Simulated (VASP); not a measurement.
# Si (Imma) in VASP: further runs

The runs below take Si through electric field gradients, with PBE.

Everything below comes from runs of VASP 6.6.1. Logs are shortened: lines on timing, memory, paths and dates and some standing lists are left out, and cuts for length are marked.

## 1. The cell of the first run

It takes space group Imma (No. 74, orthorhombic). The conventional cell has a = 4.502 Å, b = 4.737 Å, c = 2.627 Å, α = 90.00°, β = 90.00°, γ = 90.00°. Within 3.2 Å of Si (site symmetry mm2) lie 8 Si at 2.39 to 2.77 Å.

## 2. Electric field gradients, PBE (zz strain of +3 %)

Contents of INCAR:

```
SYSTEM = Si
PREC = Accurate
ENCUT = 520
EDIFF = 1E-8
ISMEAR = -1
SIGMA = 0.05
LREAL = .False.
LASPH = .True.
NELM = 100
ALGO = Normal
ISIF = 2
LWAVE = .False.
LCHARG = .False.
GGA = PE
LEFG = .True.
NBANDS = 11
```

Contents of KPOINTS:

```
regular mesh
0
Gamma
  16 16 16
  0 0 0
```

Contents of POSCAR:

```
Si
1.0
   -2.2510000000      2.3685000000      1.3132500000
    2.2510000000     -2.3685000000      1.3132500000
    2.2510000000      2.3685000000     -1.3132500000
Si
2
Direct
    0.8070000000      0.5570000000      0.2500000000
    0.1930000000      0.4430000000      0.7500000000
```

Potentials or basis: VASP PAW PBE potentials, release 64 (Si).

Run with:

```sh
> cat potpaw_PBE.64/Si/POTCAR > POTCAR
> mpirun -np 1 vasp_std > vasp.out
```

OUTCAR:

```text
SYSTEM = Si
   PREC = Accurate
   ENCUT = 520
   EDIFF = 1E-8
   ISMEAR = -1
   LREAL = .False.
   LASPH = .True.
   NELM = 100
   ISIF = 2
   GGA = PE

 ion  position               nearest neighbor table
   1  0.807  0.557  0.250-   2 2.39   2 2.39   2 2.47   2 2.47   2 2.77   2 2.77
   2  0.193  0.443  0.750-   1 2.39   1 2.39   1 2.47   1 2.47   1 2.77   1 2.77

  LATTYP: Found a body centered orthorhombic cell.
 ALAT       =     2.6265000000
 B/A-ratio  =     1.7140681515
 C/A-ratio  =     1.8035408338

  Lattice vectors:

 A1 = (   2.2510000000,  -2.3685000000,   1.3132500000)
 A2 = (  -2.2510000000,  -2.3685000000,  -1.3132500000)
 A3 = (   2.2510000000,   2.3685000000,  -1.3132500000)

Analysis of symmetry for initial positions (statically):
=====================================================================
 Subroutine PRICEL returns:
 Original cell was already a primitive cell.

 Routine SETGRP: Setting up the symmetry group for a
 body centered orthorhombic supercell.

 Subroutine GETGRP returns: Found  8 space group operations
 (whereof  4 operations were pure point group operations)
 out of a pool of  8 trial point group operations.

The static configuration has the point symmetry C_2h.
 The point group associated with its full space group is D_2h.

Analysis of symmetry for dynamics (positions and initial velocities):
=====================================================================
 Subroutine PRICEL returns:
 Original cell was already a primitive cell.

 Routine SETGRP: Setting up the symmetry group for a
 body centered orthorhombic supercell.

 Subroutine GETGRP returns: Found  8 space group operations
 (whereof  4 operations were pure point group operations)
 out of a pool of  8 trial point group operations.

The dynamic configuration has the point symmetry C_2h.
 The point group associated with its full space group is D_2h.

 Subroutine INISYM returns: Found  8 space group operations
 (whereof  4 operations are pure point group operations),
 and found     1 'primitive' translations

----------------------------------------------------------------------------------------

                                     Primitive cell

  volume of cell :      28.0063

  direct lattice vectors                    reciprocal lattice vectors
    -2.251000000  2.368500000  1.313250000     0.000000000  0.211104074  0.380734818
     2.251000000 -2.368500000  1.313250000     0.222123501  0.000000000  0.380734818
     2.251000000  2.368500000 -1.313250000     0.222123501  0.211104074  0.000000000

  length of vectors
     3.521564824  3.521564824  3.521564824     0.435343464  0.440792300  0.306437236

  position of ions in fractional coordinates (direct lattice)
     0.807000000  0.557000000  0.250000000
     0.193000000  0.443000000  0.750000000

  ion indices of the primitive-cell ions
   primitive index   ion index
                 1           1
                 2           2

----------------------------------------------------------------------------------------

 KPOINTS: regular mesh

Automatic generation of k-mesh.
 Grid dimensions read from file:
 generate k-points for:   16   16   16

 Generating k-lattice:

  Cartesian coordinates                     Fractional coordinates (reciprocal lattice)
     0.000000000  0.013194005  0.023795926     0.062500000 -0.000000000  0.000000000
     0.013882719  0.000000000  0.023795926     0.000000000  0.062500000  0.000000000
     0.013882719  0.013194005  0.000000000     0.000000000 -0.000000000  0.062500000

  Length of vectors
     0.027208967  0.027549519  0.019152327

  Shift w.r.t. Gamma in fractional coordinates (k-lattice)
     0.000000000  0.000000000  0.000000000

[... 36 lines left out ...]
   dimension x,y,z NGXF=    56 NGYF=   56 NGZF=   56
   ions per type =               2
   NGX,Y,Z   is equivalent  to a cutoff of  13.22, 13.22, 13.22 a.u.
   NGXF,Y,Z  is equivalent  to a cutoff of  26.44, 26.44, 26.44 a.u.
 SYSTEM =  Si
   PREC   = accura    normal or accurate (medium, high low for compatibility)
   ISTART =      0    job   : 0-new  1-cont  2-samecut
   ICHARG =      2    charge: 1-file 2-atom 10-const
   ISPIN  =      1    spin polarized calculation?
   LNONCOLLINEAR =      F non collinear calculations
   LSORBIT =      F    spin-orbit coupling
   LASPH  =      T    aspherical Exc in radial PAW
   ENCUT  =  520.0 eV  38.22 Ry    6.18 a.u.   6.55  6.55  6.55*2*pi/ulx,y,z
   NELM   =    100;   NELMIN=  2; NELMDL= -5     # of ELM steps
   EDIFF  = 0.1E-07   stopping-criterion for ELM
   LREAL  =      F    real-space projection
   EDIFFG = 0.1E-06   stopping-criterion for IOM
   NSW    =      0    number of steps for IOM
   IBRION =     -1    ionic relax: 0-MD 1-quasi-New 2-CG
   NFREE  =      0    steps in history (QN), initial steepest desc. (CG)
   ISIF   =      2    stress and relaxation
   ISYM   =      2    0-nonsym 1-usesym 2-fastsym
   POTIM  = 0.5000    time-step for ionic-motion
   TEBEG  =    0.0;   TEEND  =   0.0 temperature during run
   PSTRESS=    0.0 pullay stress
   NELECT =       8.0000    total number of electrons
   NUPDOWN=      -1.0000    fix difference up-down
   EMIN   =  10.00;   EMAX   =-10.00  energy-range for DOS
   EFERMI =   0.00;   METHOD = LEGACY
   ISMEAR =    -1;   SIGMA  =   0.05  broadening in eV -4-tet -1-fermi 0-gaus
   EFERMI_NEDOS =   21; number of points for ismear=-14 and -15
   IALGO  =     38    algorithm
   IMIX   =      4    mixing-type and parameters
     AMIX     =   0.40;   BMIX     =  1.00
     AMIX_MAG =   1.60;   BMIX_MAG =  1.00
  volume/ion in A,a.u.               =      14.00        94.50
  Fermi-wavevector in a.u.,A,eV,Ry     =   1.078167  2.037440 15.816014  1.162444
  Thomas-Fermi vector in A             =   2.214098
   LORBIT       =      0    0 simple, 1 ext, 2 COOP (PROOUT), +10 PAW based schemes
   GGA     = PE    functional components
   LHFCALC =     F    Hartree Fock is set to
   AEXX    =    0.0000 exact exchange contribution
   IVDW    =     0    specifies the selected vdW correction
   LEPSILON=     F    determine dielectric tensor
   LRPA    =     F    only Hartree local field effects (RPA)
 non-spin polarized calculation
  energy-cutoff  :      520.00
  volume of cell :       28.01
 maximum number of plane-waves:       769
 NGX is ok and might be reduce to    28
   NGX = 13   NGY = 13   NGZ = 13

 number of electron       8.0000000 magnetization

 Free energy of the ion-electron system (eV)
  ---------------------------------------------------
  ext. energy  EPLUGINS =         0.00000000
  ---------------------------------------------------
  free energy    TOTEN  =       -10.16538403 eV

  energy without entropy =      -10.15886397  energy(sigma->0) =      -10.16212400

 E-fermi :  10.2779     XC(G=0): -11.2538

 val. band max:       10.2756138157   @ k =   0.3750   0.1250  -0.0000
 cond. band min:      10.2820293800   @ k =  -0.3750  -0.4375   0.1250
 fundamental gap:      0.0064155642
 Fermi energy:        10.2779409138

 k-point     1 :       0.0000    0.0000    0.0000
  band No.  band energies     occupation
      1      -4.2433      2.00000
      2       7.6047      2.00000
      3       7.9979      2.00000
      4       8.9880      2.00000
      5      11.6175      0.00000
      6      17.9827      0.00000
      7      19.5913      0.00000
      8      19.6650      0.00000
      9      20.1026      0.00000
     10      20.6584      0.00000
     11      22.4451      0.00000
[... 309 lines left out ...]
 k-point    24 :      -0.1250    0.0625   -0.0000
  band No.  band energies     occupation
      1      -4.0336      2.00000
      2       6.4620      2.00000
      3       7.7854      2.00000
      4      10.0837      1.95971
      5      12.5793      0.00000
      6      16.3051      0.00000
      7      17.8202      0.00000
      8      19.2044      0.00000
      9      19.9811      0.00000
     10      21.0132      0.00000
     11      22.2947      0.00000

 [... further k-points ...]

------------------------ aborting loop because EDIFF is reached ----------------------------------------

  FORCE on cell =-STRESS in cart. coord.  units (eV):
  Direction    XX          YY          ZZ          XY          YZ          ZX
  --------------------------------------------------------------------------------------
  -------------------------------------------------------------------------------------
  Total        1.7999187      2.6915417      1.4131017      0.0000000      0.0000000      0.0000000
  in kB      102.9691645    153.9768402     80.8402638      0.0000000      0.0000000      0.0000000
  external PRESSURE =     112.5954228 kB  Pullay stress =       0.0000000 kB

 VOLUME and BASIS-vectors are now :
 -----------------------------------------------------------------------------
  energy-cutoff  :      520.00
  volume of cell :       28.01
      direct lattice vectors                 reciprocal lattice vectors
    -2.251000000  2.368500000  1.313250000     0.000000000  0.211104074  0.380734818
     2.251000000 -2.368500000  1.313250000     0.222123501  0.000000000  0.380734818
     2.251000000  2.368500000 -1.313250000     0.222123501  0.211104074  0.000000000

 POSITION                                       TOTAL-FORCE (eV/Angst)
 -----------------------------------------------------------------------------------
     -0.00000      1.18425      1.46296         0.000000      0.000000      0.037789
      2.25100      1.18425     -0.14971        -0.000000     -0.000000     -0.037789
 -----------------------------------------------------------------------------------
    total drift:                                0.000000     -0.000000     -0.000000

  FREE ENERGIE OF THE ION-ELECTRON SYSTEM (eV)
  ---------------------------------------------------
  free  energy   TOTEN  =       -10.1653840313 eV

  energy  without entropy=      -10.1588639668  energy(sigma->0) =      -10.16212400

 Electric field gradients (V/A^2)
---------------------------------------------------------------------
 ion       V_xx      V_yy      V_zz      V_xy      V_xz      V_yz
---------------------------------------------------------------------
   1       7.793   -29.257    21.464    -0.000    -0.000    -0.000
   2       7.793   -29.257    21.464    -0.000    -0.000    -0.000
---------------------------------------------------------------------

 Electric field gradients after diagonalization (V/A^2)
 (convention: |V_zz| > |V_xx| > |V_yy|)
----------------------------------------------------------------------
 ion       V_xx      V_yy      V_zz     asymmetry (V_yy - V_xx)/ V_zz
----------------------------------------------------------------------
   1      21.464     7.793   -29.257       0.467
   2      21.464     7.793   -29.257       0.467
----------------------------------------------------------------------

           NMR quadrupolar parameters

 Cq : quadrupolar parameter    Cq=e*Q*V_zz/h
 eta: asymmetry parameters     (V_yy - V_xx)/ V_zz
 Q  : nuclear electric quadrupole moment in mb (millibarn)
----------------------------------------------------------------------
 ion       Cq(MHz)       eta       Q (mb)
----------------------------------------------------------------------
   1      -0.071       0.467       1.000
   2      -0.071       0.467       1.000
----------------------------------------------------------------------
```

It took 1.8 min on 1 thread of Intel Xeon 6975P-C, shared host; peak memory 0.27 GiB.

Results:

* Free energy: -10.1654 eV
* Pressure: 11.3 GPa
* Largest force: 0.038 eV/Å
* Band gap on the k mesh: zero (band 4 reaches 13.43 eV, above the bottom of band 5 at 5.77 eV)

Forces in eV/Å, atoms in the order of the input:
```
Si   0.000  0.000  0.038
Si   0.000  0.000 -0.038
```

Electric field gradients, principal values (V/Å²):
```csv
atom,least,middle,greatest (by size)
1 Si,7.793,21.464,-29.257
2 Si,7.793,21.464,-29.257
```

Caveat: the cell differs from its parent crystal (zz strain of +3 %); without QUAD_EFG the Cq values of the log hold for a quadrupole moment of 1 mb, not for the nuclei.

## 3. Electric field gradients, PBE (volume scaled by 1.06)

Contents of INCAR:

```
  PREC = Accurate
  ENCUT = 520
  EDIFF = 1E-8
  ISMEAR = -1
  SIGMA = 0.05
  LREAL = False
  LASPH = True
  NELM = 80
  ALGO = Normal
  ISIF = 2
  LWAVE = False
  LCHARG = False
  GGA = PE
  LEFG = True
  NBANDS = 11
```

Contents of KPOINTS:

```
regular mesh
0
Gamma
  16 16 16
```

Contents of POSCAR:

```
Si
1.0
   -2.2951484633      2.4149529699      1.3000063486
    2.2951484633     -2.4149529699      1.3000063486
    2.2951484633      2.4149529699     -1.3000063486
Si
2
Direct
    0.8070000000      0.5570000000      0.2500000000
    0.1930000000      0.4430000000      0.7500000000
```

Potentials or basis: VASP PAW PBE potentials, release 64 (Si).

Run with:

```sh
> cat potpaw_PBE.64/Si/POTCAR > POTCAR
> mpirun -np 1 vasp_std > vasp.out
```

OUTCAR:

```text
PREC = Accurate
   ENCUT = 520
   EDIFF = 1E-8
   ISMEAR = -1
   LREAL = False
   LASPH = True
   NELM = 80
   ISIF = 2
   GGA = PE

 ion  position               nearest neighbor table
   1  0.807  0.557  0.250-   2 2.43   2 2.43   2 2.50   2 2.50   2 2.80   2 2.80
   2  0.193  0.443  0.750-   1 2.43   1 2.43   1 2.50   1 2.50   1 2.80   1 2.80

  LATTYP: Found a body centered orthorhombic cell.
 ALAT       =     2.6000126972
 B/A-ratio  =     1.7654901961
 C/A-ratio  =     1.8576470588

  Lattice vectors:

 A1 = (   2.2951484633,  -2.4149529699,   1.3000063486)
 A2 = (  -2.2951484633,  -2.4149529699,  -1.3000063486)
 A3 = (   2.2951484633,   2.4149529699,  -1.3000063486)

Analysis of symmetry for initial positions (statically):
=====================================================================
 Subroutine PRICEL returns:
 Original cell was already a primitive cell.

 Routine SETGRP: Setting up the symmetry group for a
 body centered orthorhombic supercell.
[... 527 lines left out ...]
      direct lattice vectors                 reciprocal lattice vectors
    -2.295148463  2.414952970  1.300006349     0.000000000  0.207043369  0.384613506
     2.295148463 -2.414952970  1.300006349     0.217850831  0.000000000  0.384613506
     2.295148463  2.414952970 -1.300006349     0.217850831  0.207043369  0.000000000

 POSITION                                       TOTAL-FORCE (eV/Angst)
 -----------------------------------------------------------------------------------
      0.00000      1.20748      1.44821        -0.000000      0.000000      0.048393
      2.29515      1.20748     -0.14820         0.000000     -0.000000     -0.048393
 -----------------------------------------------------------------------------------
    total drift:                                0.000000     -0.000000     -0.000000

  FREE ENERGIE OF THE ION-ELECTRON SYSTEM (eV)
  ---------------------------------------------------
  free  energy   TOTEN  =       -10.2191018701 eV

  energy  without entropy=      -10.2129572522  energy(sigma->0) =      -10.21602956

 Electric field gradients (V/A^2)
---------------------------------------------------------------------
 ion       V_xx      V_yy      V_zz      V_xy      V_xz      V_yz
---------------------------------------------------------------------
   1       9.154   -24.802    15.648    -0.000    -0.000    -0.000
   2       9.154   -24.802    15.648    -0.000    -0.000    -0.000
---------------------------------------------------------------------

 Electric field gradients after diagonalization (V/A^2)
 (convention: |V_zz| > |V_xx| > |V_yy|)
----------------------------------------------------------------------
 ion       V_xx      V_yy      V_zz     asymmetry (V_yy - V_xx)/ V_zz
----------------------------------------------------------------------
   1      15.648     9.154   -24.802       0.262
   2      15.648     9.154   -24.802       0.262
----------------------------------------------------------------------

           NMR quadrupolar parameters

 Cq : quadrupolar parameter    Cq=e*Q*V_zz/h
 eta: asymmetry parameters     (V_yy - V_xx)/ V_zz
 Q  : nuclear electric quadrupole moment in mb (millibarn)
----------------------------------------------------------------------
 ion       Cq(MHz)       eta       Q (mb)
----------------------------------------------------------------------
   1      -0.060       0.262       1.000
   2      -0.060       0.262       1.000
----------------------------------------------------------------------
```

OSZICAR:

```text
N       E                     dE             d eps       ncg     rms          rms(c)
DAV:   1     0.580423463284E+01    0.58042E+01   -0.34705E+03 13670   0.612E+02
DAV:   2    -0.981239793976E+01   -0.15617E+02   -0.14993E+02 17762   0.854E+01
DAV:   3    -0.102345986239E+02   -0.42220E+00   -0.41880E+00 17622   0.114E+01
DAV:   4    -0.102362561466E+02   -0.16575E-02   -0.16572E-02 16613   0.888E-01
DAV:   5    -0.102362630638E+02   -0.69172E-05   -0.69179E-05 17073   0.518E-02    0.443E+00
DAV:   6    -0.102257757382E+02    0.10487E-01   -0.40629E-03 16111   0.333E-01    0.256E+00
DAV:   7    -0.102191207473E+02    0.66550E-02   -0.91899E-03 15553   0.527E-01    0.217E-01
DAV:   8    -0.102191147619E+02    0.59853E-05   -0.60968E-04 16207   0.146E-01    0.706E-02
DAV:   9    -0.102191022474E+02    0.12515E-04   -0.29088E-05 16981   0.311E-02    0.227E-02
DAV:  10    -0.102191018616E+02    0.38574E-06   -0.24837E-06 17094   0.983E-03    0.250E-03
DAV:  11    -0.102191018701E+02   -0.84170E-08   -0.73741E-08 16377   0.172E-03
   1 F= -.10219102E+02 E0= -.10216030E+02  d E =-.614462E-02
```

Wall time 4.3 min (1 thread of Intel Xeon 8259CL, shared host); peak memory 0.27 GiB.

What came out:

- Free energy: -10.2191 eV
- Pressure: 6.6 GPa
- Largest force: 0.048 eV/Å
- Band gap on the k mesh: zero (band 4 reaches 12.77 eV, above the bottom of band 5 at 5.72 eV)

Forces on the atoms (eV/Å):
```
Si   0.000  0.000  0.048
Si   0.000  0.000 -0.048
```

Stress tensor (GPa, compression positive):
```
6.07 0.00 0.00
0.00 7.47 0.00
0.00 0.00 6.40
```

Electric field gradients, principal values (V/Å²):
| atom | least | middle | greatest (by size) |
| --- | --- | --- | --- |
| 1 Si | 9.154 | 15.648 | -24.802 |
| 2 Si | 9.154 | 15.648 | -24.802 |

Caveat: without QUAD_EFG the Cq values of the log hold for a quadrupole moment of 1 mb, not for the nuclei.

(Continued in part 2 of 2.)
